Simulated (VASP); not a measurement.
Here is a VASP 6.6.1 calculation.

The input INCAR:

```
SYSTEM = Te3MoF
ALGO = Normal ; EDIFF = 1E-6
ENCUT = 520 ; GGA = PE
ISIF = 2 ; ISMEAR = 0
ISPIN = 2 ; LASPH = .TRUE.
LCHARG = .TRUE. ; LELF = .TRUE.
LMAXMIX = 4 ; LORBIT = 11
LREAL = .FALSE. ; LVHAR = .TRUE.
LWAVE = .FALSE. ; MAGMOM = 0 0 0 1 0
NBANDS = 32 ; NELM = 150
PREC = Accurate ; SIGMA = 0.1
```

The input KPOINTS:

```
k-points
0
G
  4 4 4
  0 0 0
```

The input POSCAR:

```
Te3MoF
1.0
    5.9381819600      0.0000000000      0.0000000000
    0.0000000000      5.9381819600      0.0000000000
    0.0000000000      0.0000000000      4.3307243800
Te Mo F
3 1 1
Direct
    0.5000000000      0.0000000000      0.0000000000
    0.0000000000      0.5000000000      0.0000000000
    0.0000000000      0.0000000000      0.0000000000
    0.5000000000      0.5000000000      0.0000000000
    0.5000000000      0.5000000000      0.5000000000
```

Potentials or basis: VASP PAW PBE potentials, release 64 (Te, Mo_sv, F).

Launch:

```sh
$ cat potpaw_PBE.64/Te/POTCAR potpaw_PBE.64/Mo_sv/POTCAR potpaw_PBE.64/F/POTCAR > POTCAR
$ mpirun -np 1 vasp_std > vasp.out
```

Task: Predict the site moments.

Result: Te -0.12, +0.03 (each value once); Mo +2.63; F +0.06 μB.

Task: Predict the pressure.

Result: -2.7 GPa.

Task: What does it give for the net moment?

Result: 2.74 μB per cell.

Stress tensor (GPa, compression positive):
```
-1.15  0.00  0.00
 0.00 -1.15  0.00
 0.00  0.00 -5.71
```

Caveat: the k points lie up to 0.36 Å⁻¹ apart.
